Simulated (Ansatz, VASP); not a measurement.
**One calculation of PbSe, two programs**

```xyz
2
Lattice="0.0000 3.0887 3.1041 3.0887 0.0000 3.1041 3.0887 3.0887 0.0000" Properties=species:S:1:pos:R:3 pbc="T T T"
Pb    0.0000    0.0000    0.0000
Se    3.0887    3.0887    3.1041
```

Change from the starting cell: uniaxial_z strain +0.5%.

Alike in both runs: task single point; functional PBE; k mesh 8 × 8 × 8; occupations fermi-dirac, width 0.02 eV; no spin polarisation.

|  | VASP | Ansatz |
| --- | --- | --- |
| version | VASP 6.6.1 | Ansatz 0.2.0 |
| potentials or method | VASP PAW PBE potentials, release 64 (Pb_d, Se) | plane waves, PAW |
| plane-wave cutoff (eV) | 500 | 420 |
| valence electrons in the cell | 20 | 30 |

```csv
,VASP,Ansatz,Ansatz less VASP
pressure (GPa),0.7,0.7,+0.02
"traceless stress, the component that is largest in VASP (GPa)",-0.36,-0.36,0.000
```

The functional is the same, so the differences come from potentials, cutoffs and numerics. VASP's potentials hold 20 valence electrons a cell and Ansatz's 30, so a difference there can come from the potentials and not from the codes.

Neither program's run includes spin-orbit coupling.
